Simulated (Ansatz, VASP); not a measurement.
**Sr: VASP beside Ansatz**

```
Sr
1.0
     4.30253    0.00000    0.00000
     0.00000    4.30253    0.00000
     0.00000    0.00000   18.00000
Sr
2
Direct
  0.50000 0.00000 0.41549
  0.00000 0.50000 0.58451
```

Alike in both runs: task single point; functional PBE; k mesh 4 × 4 × 1; occupations gaussian, width 0.1 eV; no spin polarisation.

|  | VASP | Ansatz |
| --- | --- | --- |
| version | VASP 6.6.1 | Ansatz 0.2.0 |
| potentials or method | VASP PAW PBE potentials, release 64 (Sr_sv), cutoff 520 eV | scalar-relativistic, plane waves, PAW |
| valence electrons in the cell | 20 | 20 |

```tsv
	VASP	Ansatz	Ansatz less VASP
gap on the k mesh at the Fermi level (eV)	0.46	0.46	-0.001
least direct gap on the mesh (eV)	0.65	0.65	-0.002
rms of the force components (eV/Å)	0.102	0.104	+0.0014
```

Atom by atom the forces differ by 0.001 eV/Å (rms over components). The functional is the same, so the differences come from potentials, cutoffs and numerics. Ansatz's warnings: slab cell height set.
